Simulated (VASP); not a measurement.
# V (Im-3m) in VASP: further runs

Runs on V. Level: revPBE. Tasks: single point.

All numbers are computed with VASP 6.6.1; they aren't measurements. Logs are shortened: lines on timing, memory, paths and dates and some standing lists are left out, and cuts for length are marked.

**1. The cell of the first run**

Symmetry: Im-3m, No. 229, cubic system. The conventional cell has a = 2.890 Å, b = 2.890 Å, c = 2.890 Å, α = 90.00°, β = 90.00°, γ = 90.00°. Within 3.3 Å of V (site symmetry m-3m) lie 14 V at 2.50 to 2.89 Å.

**2. Single point, revPBE (volume scaled by 0.88)**

Input file INCAR:

```
ALGO = Normal
EDIFF = 1E-6
ENCUT = 520
GGA = RE
ISIF = 2
ISMEAR = -1
LASPH = T
LCHARG = F
LREAL = F
LWAVE = F
NBANDS = 12
NELM = 80
PREC = Accurate
SIGMA = 0.1
```

Input file KPOINTS:

```
k-points
0
Gamma
  24 24 24
```

Input file POSCAR:

```
V
1.0
   -1.4449942346      1.4449942346      1.4449942346
    1.4449942346     -1.4449942346      1.4449942346
    1.4449942346      1.4449942346     -1.4449942346
V
1
Direct
    0.0000000000      0.0000000000      0.0000000000
```

Potentials or basis: VASP PAW PBE potentials, release 64 (V_sv).

Started as:

```
> cat potpaw_PBE.64/V_sv/POTCAR > POTCAR
> mpirun -np 1 vasp_std > vasp.out
```

OUTCAR:

```text
EDIFF = 1E-6
   ENCUT = 520
   GGA = RE
   ISIF = 2
   ISMEAR = -1
   LASPH = T
   LREAL = F
   NELM = 80
   PREC = Accurate

 ion  position               nearest neighbor table
   1  0.000  0.000  0.000-

  LATTYP: Found a body centered cubic cell.
 ALAT       =     2.8899884692

  Lattice vectors:

 A1 = (  -1.4449942346,   1.4449942346,   1.4449942346)
 A2 = (   1.4449942346,  -1.4449942346,   1.4449942346)
 A3 = (   1.4449942346,   1.4449942346,  -1.4449942346)

Analysis of symmetry for initial positions (statically):
=====================================================================
 Subroutine PRICEL returns:
 Original cell was already a primitive cell.

 Routine SETGRP: Setting up the symmetry group for a
 body centered cubic supercell.

 Subroutine GETGRP returns: Found 48 space group operations
 (whereof 48 operations were pure point group operations)
 out of a pool of 48 trial point group operations.

The static configuration has the point symmetry O_h .

Analysis of symmetry for dynamics (positions and initial velocities):
=====================================================================
 Subroutine PRICEL returns:
 Original cell was already a primitive cell.

 Routine SETGRP: Setting up the symmetry group for a
 body centered cubic supercell.

 Subroutine GETGRP returns: Found 48 space group operations
 (whereof 48 operations were pure point group operations)
 out of a pool of 48 trial point group operations.

The dynamic configuration has the point symmetry O_h .

 Subroutine INISYM returns: Found 48 space group operations
 (whereof 48 operations are pure point group operations),
 and found     1 'primitive' translations

----------------------------------------------------------------------------------------

                                     Primitive cell

  volume of cell :      12.0686

  direct lattice vectors                    reciprocal lattice vectors
    -1.444994235  1.444994235  1.444994235     0.000000000  0.346022142  0.346022142
     1.444994235 -1.444994235  1.444994235     0.346022142  0.000000000  0.346022142
     1.444994235  1.444994235 -1.444994235     0.346022142  0.346022142  0.000000000

  length of vectors
     2.502803431  2.502803431  2.502803431     0.489349206  0.489349206  0.489349206

  position of ions in fractional coordinates (direct lattice)
     0.000000000  0.000000000  0.000000000

  ion indices of the primitive-cell ions
   primitive index   ion index
                 1           1

----------------------------------------------------------------------------------------

 KPOINTS: k-points

Automatic generation of k-mesh.
 Grid dimensions read from file:
 generate k-points for:   24   24   24

 Generating k-lattice:

  Cartesian coordinates                     Fractional coordinates (reciprocal lattice)
     0.000000000  0.014417589  0.014417589     0.041666667  0.000000000  0.000000000
     0.014417589  0.000000000  0.014417589     0.000000000  0.041666667  0.000000000
     0.014417589  0.014417589  0.000000000     0.000000000  0.000000000  0.041666667

  Length of vectors
     0.020389550  0.020389550  0.020389550

  Shift w.r.t. Gamma in fractional coordinates (k-lattice)
     0.000000000  0.000000000  0.000000000

 Subroutine IBZKPT returns following result:
 ===========================================

 Found    413 irreducible k-points:

 Following reciprocal coordinates:
            Coordinates               Weight
  0.000000  0.000000  0.000000      1.000000
  0.041667  0.000000  0.000000     12.000000
  0.083333  0.000000  0.000000     12.000000
  0.125000  0.000000  0.000000     12.000000
  0.166667  0.000000  0.000000     12.000000
  0.208333  0.000000  0.000000     12.000000
[... 16 lines left out ...]
  0.416667  0.041667  0.000000     48.000000
  0.458333  0.041667  0.000000     48.000000
 [... further k-points ...]
   k-points           NKPTS =    413   k-points in BZ     NKDIM =    413   number of bands    NBANDS=     12
   number of dos      NEDOS =    301   number of ions     NIONS =      1
   total plane-waves  NPLWV =   8000
   dimension x,y,z NGX =    20 NGY =   20 NGZ =   20
   dimension x,y,z NGXF=    40 NGYF=   40 NGZF=   40
   ions per type =               1
   NGX,Y,Z   is equivalent  to a cutoff of  13.28, 13.28, 13.28 a.u.
   NGXF,Y,Z  is equivalent  to a cutoff of  26.57, 26.57, 26.57 a.u.
 SYSTEM =  unknown system
   PREC   = accura    normal or accurate (medium, high low for compatibility)
   ISTART =      0    job   : 0-new  1-cont  2-samecut
   ICHARG =      2    charge: 1-file 2-atom 10-const
   ISPIN  =      1    spin polarized calculation?
   LNONCOLLINEAR =      F non collinear calculations
   LSORBIT =      F    spin-orbit coupling
   LASPH  =      T    aspherical Exc in radial PAW
   ENCUT  =  520.0 eV  38.22 Ry    6.18 a.u.   4.65  4.65  4.65*2*pi/ulx,y,z
   NELM   =     80;   NELMIN=  2; NELMDL= -5     # of ELM steps
   EDIFF  = 0.1E-05   stopping-criterion for ELM
   LREAL  =      F    real-space projection
   EDIFFG = 0.1E-04   stopping-criterion for IOM
   NSW    =      0    number of steps for IOM
   IBRION =     -1    ionic relax: 0-MD 1-quasi-New 2-CG
   NFREE  =      0    steps in history (QN), initial steepest desc. (CG)
   ISIF   =      2    stress and relaxation
   ISYM   =      2    0-nonsym 1-usesym 2-fastsym
   POTIM  = 0.5000    time-step for ionic-motion
   TEBEG  =    0.0;   TEEND  =   0.0 temperature during run
   PSTRESS=    0.0 pullay stress
   NELECT =      13.0000    total number of electrons
   NUPDOWN=      -1.0000    fix difference up-down
   EMIN   =  10.00;   EMAX   =-10.00  energy-range for DOS
   EFERMI =   0.00;   METHOD = LEGACY
   ISMEAR =    -1;   SIGMA  =   0.10  broadening in eV -4-tet -1-fermi 0-gaus
   EFERMI_NEDOS =   21; number of points for ismear=-14 and -15
   IALGO  =     38    algorithm
   IMIX   =      4    mixing-type and parameters
     AMIX     =   0.40;   BMIX     =  1.00
     AMIX_MAG =   1.60;   BMIX_MAG =  1.00
  volume/ion in A,a.u.               =      12.07        81.44
  Fermi-wavevector in a.u.,A,eV,Ry     =   1.678172  3.171285 38.317567  2.816262
  Thomas-Fermi vector in A             =   2.762308
   LORBIT       =      0    0 simple, 1 ext, 2 COOP (PROOUT), +10 PAW based schemes
   GGA     = RE    functional components
   LHFCALC =     F    Hartree Fock is set to
   AEXX    =    0.0000 exact exchange contribution
   IVDW    =     0    specifies the selected vdW correction
   LEPSILON=     F    determine dielectric tensor
   LRPA    =     F    only Hartree local field effects (RPA)
 non-spin polarized calculation
  energy-cutoff  :      520.00
  volume of cell :       12.07
 maximum number of plane-waves:       339
   NGX =  9   NGY =  9   NGZ =  9

 number of electron      12.9999999 magnetization

 Free energy of the ion-electron system (eV)
  ---------------------------------------------------
  ext. energy  EPLUGINS =         0.00000000
  ---------------------------------------------------
  free energy    TOTEN  =        -8.50500018 eV

  energy without entropy =       -8.45463034  energy(sigma->0) =       -8.47981526

 E-fermi :  11.2450     XC(G=0): -13.4261

 val. band max:       11.2363826840   @ k =  -0.2917   0.4167   0.1250
 cond. band min:      11.2454085829   @ k =  -0.3750   0.4167   0.1667
 fundamental gap:      0.0090258989
 Fermi energy:        11.2449784034

 k-point     1 :       0.0000    0.0000    0.0000
  band No.  band energies     occupation
      1     -52.4765      2.00000
      2     -25.5164      2.00000
      3     -25.5164      2.00000
      4     -25.5164      2.00000
      5       4.4219      2.00000
      6      11.6579      0.03167
      7      11.6579      0.03167
      8      11.6579      0.03167
      9      13.9643      0.00000
     10      13.9643      0.00000
     11      32.5645      0.00000
     12      32.5645      0.00000

 k-point     2 :       0.0417    0.0000    0.0000
  band No.  band energies     occupation
      1     -52.4715      2.00000
      2     -25.5390      2.00000
      3     -25.5231      2.00000
      4     -25.5166      2.00000
      5       4.5002      2.00000
      6      11.6222      0.04498
      7      11.6510      0.03392
      8      11.7161      0.01782
      9      13.9206      0.00000
     10      13.9664      0.00000
     11      32.4760      0.00000
     12      32.5678      0.00000

 k-point     3 :       0.0833    0.0000    0.0000
  band No.  band energies     occupation
      1     -52.4568      2.00000
      2     -25.6053      2.00000
      3     -25.5428      2.00000
      4     -25.5172      2.00000
      5       4.7307      2.00000
      6      11.5186      0.12168
      7      11.6234      0.04446
      8      11.8887      0.00320
      9      13.8072      0.00000
     10      13.9734      0.00000
     11      32.1970      0.00000
     12      32.5458      0.00000

 k-point     4 :       0.1250    0.0000    0.0000
  band No.  band energies     occupation
      1     -52.4332      2.00000
      2     -25.7098      2.00000
      3     -25.5740      2.00000
      4     -25.5182      2.00000
      5       5.1001      2.00000
      6      11.3579      0.48872
      7      11.5582      0.08362
      8      12.1695      0.00019
      9      13.6718      0.00000
     10      13.9877      0.00000
     11      31.6963      0.00000
     12      32.4134      0.00000

 k-point     5 :       0.1667    0.0000    0.0000
  band No.  band energies     occupation
      1     -52.4024      2.00000
      2     -25.8445      2.00000
      3     -25.6144      2.00000
      4     -25.5195      2.00000
      5       5.5839      2.00000
      6      11.1551      1.42150
      7      11.4428      0.24302
      8      12.5481      0.00000
      9      13.5721      0.00000
     10      14.0121      0.00000
     11      30.9478      0.00000
     12      32.0768      0.00000

 k-point     6 :       0.2083    0.0000    0.0000
  band No.  band energies     occupation
      1     -52.3664      2.00000
      2     -25.9993      2.00000
      3     -25.6612      2.00000
      4     -25.5211      2.00000
      5       6.1422      2.00000
      6      10.9277      1.91959
      7      11.2966      0.74729
      8      13.0095      0.00000
      9      13.5450      0.00000
     10      14.0489      0.00000
     11      29.9584      0.00000
     12      31.5183      0.00000

 k-point     7 :       0.2500    0.0000    0.0000
  band No.  band energies     occupation
      1     -52.3275      2.00000
      2     -26.1632      2.00000
      3     -25.7111      2.00000
      4     -25.5228      2.00000
      5       6.7115      2.00000
      6      10.6933      1.99199
      7      11.1891      1.27251
      8      13.5328      0.00000
      9      13.5907      0.00000
     10      14.0989      0.00000
     11      28.7773      0.00000
     12      30.8148      0.00000

 k-point     8 :       0.2917    0.0000    0.0000
  band No.  band energies     occupation
      1     -52.2883      2.00000
      2     -26.3247      2.00000
      3     -25.7607      2.00000
      4     -25.5245      2.00000
      5       7.2008      2.00000
      6      10.4679      1.99916
      7      11.2258      1.09551
      8      13.6855      0.00000
      9      14.0909      0.00000
     10      14.1604      0.00000
     11      27.4831      0.00000
     12      30.0699      0.00000
[... 166 lines left out ...]
 k-point    20 :       0.2917    0.0417    0.0000
  band No.  band energies     occupation
      1     -52.2674      2.00000
      2     -26.4020      2.00000
      3     -25.7869      2.00000
      4     -25.5337      2.00000
      5       7.4375      2.00000
      6      10.3657      1.99970
      7      11.2547      0.95136
      8      13.6999      0.00000
      9      14.2360      0.00000
     10      14.4553      0.00000
     11      26.8337      0.00000
     12      29.6530      0.00000

 k-point    21 :       0.3333    0.0417    0.0000
  band No.  band energies     occupation
      1     -52.2332      2.00000
      2     -26.5376      2.00000
      3     -25.8312      2.00000
      4     -25.5354      2.00000
      5       7.6628      2.00000
      6      10.1811      1.99995
      7      11.6249      0.04379
      8      13.8244      0.00000
      9      14.3087      0.00000
     10      15.0058      0.00000
     11      25.5363      0.00000
     12      29.0096      0.00000

 k-point    22 :       0.3750    0.0417    0.0000
  band No.  band energies     occupation
      1     -52.2052      2.00000
      2     -26.6472      2.00000
      3     -25.8671      2.00000
      4     -25.5367      2.00000
      5       7.7315      2.00000
      6      10.0347      1.99999
      7      12.1554      0.00022
      8      13.9273      0.00000
      9      14.3867      0.00000
     10      15.4938      0.00000
     11      24.3615      0.00000
     12      28.4880      0.00000

 k-point    23 :       0.4167    0.0417    0.0000
  band No.  band energies     occupation
      1     -52.1852      2.00000
      2     -26.7241      2.00000
      3     -25.8924      2.00000
      4     -25.5377      2.00000
      5       7.7253      2.00000
      6       9.9335      2.00000
      7      12.6800      0.00000
      8      13.9804      0.00000
      9      14.4694      0.00000
     10      15.8669      0.00000
     11      23.4355      0.00000
     12      28.1215      0.00000

 k-point    24 :       0.4583    0.0417    0.0000
  band No.  band energies     occupation
      1     -52.1749      2.00000
      2     -26.7638      2.00000
      3     -25.9054      2.00000
      4     -25.5382      2.00000
      5       7.7074      2.00000
      6       9.8817      2.00000
      7      13.0154      0.00000
      8      13.9850      0.00000
      9      14.5319      0.00000
     10      16.0725      0.00000
     11      22.9104      0.00000
     12      27.9327      0.00000

 [... further k-points ...]
[... 5 lines left out ...]
  --------------------------------------------------------------------------------------
  -------------------------------------------------------------------------------------
  Total        2.1651847      2.1651847      2.1651847      0.0000000      0.0000000      0.0000000
  in kB      287.4399953    287.4399953    287.4399953      0.0000000      0.0000000      0.0000000
  external PRESSURE =     287.4399953 kB  Pullay stress =       0.0000000 kB

 VOLUME and BASIS-vectors are now :
 -----------------------------------------------------------------------------
  energy-cutoff  :      520.00
  volume of cell :       12.07
      direct lattice vectors                 reciprocal lattice vectors
    -1.444994235  1.444994235  1.444994235     0.000000000  0.346022142  0.346022142
     1.444994235 -1.444994235  1.444994235     0.346022142  0.000000000  0.346022142
     1.444994235  1.444994235 -1.444994235     0.346022142  0.346022142  0.000000000

 POSITION                                       TOTAL-FORCE (eV/Angst)
 -----------------------------------------------------------------------------------
      0.00000      0.00000      0.00000         0.000000     -0.000000     -0.000000
 -----------------------------------------------------------------------------------
    total drift:                                0.000000     -0.000000      0.000000

  FREE ENERGIE OF THE ION-ELECTRON SYSTEM (eV)
  ---------------------------------------------------
  free  energy   TOTEN  =        -8.5050001837 eV

  energy  without entropy=       -8.4546303357  energy(sigma->0) =       -8.47981526
```

Run time: 1.7 min. Hardware: 1 thread of AMD EPYC 7R13, shared host; peak memory 0.14 GiB.

Results:

| Quantity | Value |
| --- | --- |
| Free energy | -8.5050 eV |
| Pressure | 28.7 GPa |

Caveat: the PAW data sets were made with another functional, which shifts forces and pressure a little.

(Part 1 of 2 ends here.)
